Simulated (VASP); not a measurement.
# Pt (Fm-3m) in VASP: notebook

Pt is run at these levels: PBE; tasks: single point.

All numbers are computed with VASP 6.6.1; they aren't measurements. Logs are shortened: lines on timing, memory, paths and dates and some standing lists are left out, and cuts for length are marked.

## (1) The cell of the first run

Symmetry: Fm-3m, No. 225, cubic system. The conventional cell has a = 3.890 Å, b = 3.890 Å, c = 3.890 Å, α = 90.00°, β = 90.00°, γ = 90.00°. Within 3.6 Å of Pt (site symmetry m-3m) lie 12 Pt at 2.75 Å.

## (2) Single point, PBE

INCAR

```
SYSTEM = Pt
PREC = Accurate
ENCUT = 520
EDIFF = 1E-6
ISMEAR = -1
SIGMA = 0.06122561905347299
LREAL = .False.
LASPH = .True.
NELM = 80
ALGO = Normal
ISIF = 2
LWAVE = .False.
LCHARG = .True.
GGA = PE
LELF = .True.
LVHAR = .True.
NBANDS = 11
```

KPOINTS

```
regular mesh
0
Gamma
  24 24 24
  0 0 0
```

POSCAR

```
Pt
1.0
    0.0000000000      1.9450127372      1.9450127372
    1.9450127372      0.0000000000      1.9450127372
    1.9450127372      1.9450127372      0.0000000000
Pt
1
Direct
    0.0000000000      0.0000000000      0.0000000000
```

Potentials or basis: VASP PAW PBE potentials, release 64 (Pt).

On the command line:

```bash
> cat potpaw_PBE.64/Pt/POTCAR > POTCAR
> mpirun -np 1 vasp_std > vasp.out
```

OUTCAR:

```text
SYSTEM = Pt
   PREC = Accurate
   ENCUT = 520
   EDIFF = 1E-6
   ISMEAR = -1
   LREAL = .False.
   LASPH = .True.
   NELM = 80
   ISIF = 2
   GGA = PE

 ion  position               nearest neighbor table
   1  0.000  0.000  0.000-

  LATTYP: Found a face centered cubic cell.
 ALAT       =     3.8900254744

  Lattice vectors:

 A1 = (   0.0000000000,   1.9450127372,   1.9450127372)
 A2 = (   1.9450127372,   0.0000000000,   1.9450127372)
 A3 = (   1.9450127372,   1.9450127372,   0.0000000000)

Analysis of symmetry for initial positions (statically):
=====================================================================
 Subroutine PRICEL returns:
 Original cell was already a primitive cell.

 Routine SETGRP: Setting up the symmetry group for a
 face centered cubic supercell.

 Subroutine GETGRP returns: Found 48 space group operations
 (whereof 48 operations were pure point group operations)
 out of a pool of 48 trial point group operations.

The static configuration has the point symmetry O_h .

Analysis of symmetry for dynamics (positions and initial velocities):
=====================================================================
 Subroutine PRICEL returns:
 Original cell was already a primitive cell.

 Routine SETGRP: Setting up the symmetry group for a
 face centered cubic supercell.

 Subroutine GETGRP returns: Found 48 space group operations
 (whereof 48 operations were pure point group operations)
 out of a pool of 48 trial point group operations.

The dynamic configuration has the point symmetry O_h .

 Subroutine INISYM returns: Found 48 space group operations
 (whereof 48 operations are pure point group operations),
 and found     1 'primitive' translations

----------------------------------------------------------------------------------------

                                     Primitive cell

  volume of cell :      14.7163

  direct lattice vectors                    reciprocal lattice vectors
     0.000000000  1.945012737  1.945012737    -0.257067725  0.257067725  0.257067725
     1.945012737  0.000000000  1.945012737     0.257067725 -0.257067725  0.257067725
     1.945012737  1.945012737  0.000000000     0.257067725  0.257067725 -0.257067725

  length of vectors
     2.750663392  2.750663392  2.750663392     0.445254361  0.445254361  0.445254361

  position of ions in fractional coordinates (direct lattice)
     0.000000000  0.000000000  0.000000000

  ion indices of the primitive-cell ions
   primitive index   ion index
                 1           1

----------------------------------------------------------------------------------------

 KPOINTS: regular mesh

Automatic generation of k-mesh.
 Grid dimensions read from file:
 generate k-points for:   24   24   24

 Generating k-lattice:

  Cartesian coordinates                     Fractional coordinates (reciprocal lattice)
    -0.010711155  0.010711155  0.010711155     0.041666667  0.000000000  0.000000000
     0.010711155 -0.010711155  0.010711155     0.000000000  0.041666667  0.000000000
     0.010711155  0.010711155 -0.010711155     0.000000000  0.000000000  0.041666667

  Length of vectors
     0.018552265  0.018552265  0.018552265

  Shift w.r.t. Gamma in fractional coordinates (k-lattice)
     0.000000000  0.000000000  0.000000000

 Subroutine IBZKPT returns following result:
 ===========================================

 Found    413 irreducible k-points:

 Following reciprocal coordinates:
            Coordinates               Weight
  0.000000  0.000000  0.000000      1.000000
  0.041667  0.000000  0.000000      8.000000
  0.083333  0.000000  0.000000      8.000000
  0.125000  0.000000  0.000000      8.000000
  0.166667  0.000000  0.000000      8.000000
  0.208333  0.000000  0.000000      8.000000
[... 16 lines left out ...]
  0.416667  0.041667  0.000000     24.000000
  0.458333  0.041667  0.000000     24.000000
 [... further k-points ...]
   k-points           NKPTS =    413   k-points in BZ     NKDIM =    413   number of bands    NBANDS=     11
   number of dos      NEDOS =    301   number of ions     NIONS =      1
   total plane-waves  NPLWV =   8000
   dimension x,y,z NGX =    20 NGY =   20 NGZ =   20
   dimension x,y,z NGXF=    40 NGYF=   40 NGZF=   40
   ions per type =               1
   NGX,Y,Z   is equivalent  to a cutoff of  12.09, 12.09, 12.09 a.u.
   NGXF,Y,Z  is equivalent  to a cutoff of  24.18, 24.18, 24.18 a.u.
 SYSTEM =  Pt
   PREC   = accura    normal or accurate (medium, high low for compatibility)
   ISTART =      0    job   : 0-new  1-cont  2-samecut
   ICHARG =      2    charge: 1-file 2-atom 10-const
   ISPIN  =      1    spin polarized calculation?
   LNONCOLLINEAR =      F non collinear calculations
   LSORBIT =      F    spin-orbit coupling
   LASPH  =      T    aspherical Exc in radial PAW
   ENCUT  =  520.0 eV  38.22 Ry    6.18 a.u.   5.11  5.11  5.11*2*pi/ulx,y,z
   NELM   =     80;   NELMIN=  2; NELMDL= -5     # of ELM steps
   EDIFF  = 0.1E-05   stopping-criterion for ELM
   LREAL  =      F    real-space projection
   EDIFFG = 0.1E-04   stopping-criterion for IOM
   NSW    =      0    number of steps for IOM
   IBRION =     -1    ionic relax: 0-MD 1-quasi-New 2-CG
   NFREE  =      0    steps in history (QN), initial steepest desc. (CG)
   ISIF   =      2    stress and relaxation
   ISYM   =      2    0-nonsym 1-usesym 2-fastsym
   POTIM  = 0.5000    time-step for ionic-motion
   TEBEG  =    0.0;   TEEND  =   0.0 temperature during run
   PSTRESS=    0.0 pullay stress
   NELECT =      10.0000    total number of electrons
   NUPDOWN=      -1.0000    fix difference up-down
   EMIN   =  10.00;   EMAX   =-10.00  energy-range for DOS
   EFERMI =   0.00;   METHOD = LEGACY
   ISMEAR =    -1;   SIGMA  =   0.06  broadening in eV -4-tet -1-fermi 0-gaus
   EFERMI_NEDOS =   21; number of points for ismear=-14 and -15
   IALGO  =     38    algorithm
   IMIX   =      4    mixing-type and parameters
     AMIX     =   0.40;   BMIX     =  1.00
     AMIX_MAG =   1.60;   BMIX_MAG =  1.00
  volume/ion in A,a.u.               =      14.72        99.31
  Fermi-wavevector in a.u.,A,eV,Ry     =   1.439270  2.719827 28.184457  2.071499
  Thomas-Fermi vector in A             =   2.558145
   LORBIT       =      0    0 simple, 1 ext, 2 COOP (PROOUT), +10 PAW based schemes
   GGA     = PE    functional components
   LHFCALC =     F    Hartree Fock is set to
   AEXX    =    0.0000 exact exchange contribution
   IVDW    =     0    specifies the selected vdW correction
   LEPSILON=     F    determine dielectric tensor
   LRPA    =     F    only Hartree local field effects (RPA)
 non-spin polarized calculation
  energy-cutoff  :      520.00
  volume of cell :       14.72
 maximum number of plane-waves:       415
   NGX = 11   NGY = 11   NGZ = 11

 number of electron      10.0000000 magnetization

 Free energy of the ion-electron system (eV)
  ---------------------------------------------------
  ext. energy  EPLUGINS =         0.00000000
  ---------------------------------------------------
  free energy    TOTEN  =        -6.06348797 eV

  energy without entropy =       -6.04098155  energy(sigma->0) =       -6.05223476

 E-fermi :  11.7403     XC(G=0): -13.6382

 val. band max:       11.7376520530   @ k =  -0.4583   0.2083   0.0000
 cond. band min:      11.7405835532   @ k =   0.4167   0.3750   0.0000
 fundamental gap:      0.0029315001
 Fermi energy:        11.7402988353

 k-point     1 :       0.0000    0.0000    0.0000
  band No.  band energies     occupation
      1       1.2474      2.00000
      2       7.8014      2.00000
      3       7.8014      2.00000
      4       7.8014      2.00000
      5      10.0460      2.00000
      6      10.0460      2.00000
      7      26.3088      0.00000
      8      31.4154      0.00000
      9      31.4154      0.00000
     10      31.4154      0.00000
     11      36.8503      0.00000

 k-point     2 :       0.0417    0.0000    0.0000
  band No.  band energies     occupation
      1       1.3194      2.00000
      2       7.7678      2.00000
      3       7.8309      2.00000
      4       7.8309      2.00000
      5      10.0286      2.00000
      6      10.0286      2.00000
      7      26.4243      0.00000
      8      31.0167      0.00000
      9      31.5282      0.00000
     10      31.5282      0.00000
     11      37.3040      0.00000

 k-point     3 :       0.0833    0.0000    0.0000
  band No.  band energies     occupation
      1       1.5319      2.00000
      2       7.6751      2.00000
      3       7.9132      2.00000
      4       7.9132      2.00000
      5       9.9846      2.00000
      6       9.9846      2.00000
      7      26.7543      0.00000
      8      30.0862      0.00000
      9      31.8610      0.00000
     10      31.8610      0.00000
     11      38.2707      0.00000

 k-point     4 :       0.1250    0.0000    0.0000
  band No.  band energies     occupation
      1       1.8729      2.00000
      2       7.5472      2.00000
      3       8.0286      2.00000
      4       8.0286      2.00000
      5       9.9387      2.00000
      6       9.9387      2.00000
      7      27.2445      0.00000
      8      28.9539      0.00000
      9      32.3969      0.00000
     10      32.3969      0.00000
     11      38.3496      0.00000
[... 239 lines left out ...]
 k-point    22 :       0.3750    0.0417    0.0000
  band No.  band energies     occupation
      1       4.1509      2.00000
      2       7.8753      2.00000
      3       7.9921      2.00000
      4       8.6832      2.00000
      5      11.1054      1.99994
      6      11.2994      1.99851
      7      21.2418      0.00000
      8      26.8746      0.00000
      9      32.0200      0.00000
     10      32.9404      0.00000
     11      37.9254      0.00000

 k-point    23 :       0.4167    0.0417    0.0000
  band No.  band energies     occupation
      1       4.2070      2.00000
      2       7.7763      2.00000
      3       7.8943      2.00000
      4       9.4922      2.00000
      5      11.5656      1.89102
      6      11.5714      1.88072
      7      19.7575      0.00000
      8      26.4284      0.00000
      9      31.3386      0.00000
     10      31.9618      0.00000
     11      39.0598      0.00000

 k-point    24 :       0.4583    0.0417    0.0000
  band No.  band energies     occupation
      1       4.2167      2.00000
      2       7.7095      2.00000
      3       7.8213      2.00000
      4      10.2080      2.00000
      5      11.7468      0.94705
      6      12.0153      0.02216
      7      18.5134      0.00000
      8      26.1352      0.00000
      9      30.9137      0.00000
     10      31.2203      0.00000
     11      39.8638      0.00000

 [... further k-points ...]

------------------------ aborting loop because EDIFF is reached ----------------------------------------

  FORCE on cell =-STRESS in cart. coord.  units (eV):
  Direction    XX          YY          ZZ          XY          YZ          ZX
  --------------------------------------------------------------------------------------
  -------------------------------------------------------------------------------------
  Total        1.6026670      1.6026670      1.6026670     -0.0000000      0.0000000      0.0000000
  in kB      174.4843716    174.4843716    174.4843716     -0.0000000      0.0000000      0.0000000
  external PRESSURE =     174.4843716 kB  Pullay stress =       0.0000000 kB

 VOLUME and BASIS-vectors are now :
 -----------------------------------------------------------------------------
  energy-cutoff  :      520.00
  volume of cell :       14.72
      direct lattice vectors                 reciprocal lattice vectors
     0.000000000  1.945012737  1.945012737    -0.257067725  0.257067725  0.257067725
     1.945012737  0.000000000  1.945012737     0.257067725 -0.257067725  0.257067725
     1.945012737  1.945012737  0.000000000     0.257067725  0.257067725 -0.257067725

 POSITION                                       TOTAL-FORCE (eV/Angst)
 -----------------------------------------------------------------------------------
      0.00000      0.00000      0.00000         0.000000      0.000000     -0.000000
 -----------------------------------------------------------------------------------
    total drift:                                0.000000     -0.000000     -0.000000

  FREE ENERGIE OF THE ION-ELECTRON SYSTEM (eV)
  ---------------------------------------------------
  free  energy   TOTEN  =        -6.0634879743 eV

  energy  without entropy=       -6.0409815497  energy(sigma->0) =       -6.05223476
```

Wall time 46 s (1 thread of Intel Xeon 8259CL, shared host); peak memory 0.18 GiB.

What came out:

```yaml
Free_energy: -6.0635 eV
Pressure: 17.4 GPa
Band_gap_on_the_k_mesh: zero (bands 5 and 6 overlap by 2.33 eV)
```

Caveat: the cell stands under pressure; spin-orbit coupling is left out, which moves the levels of the heavy elements.

(Part 1 of 2 ends here.)
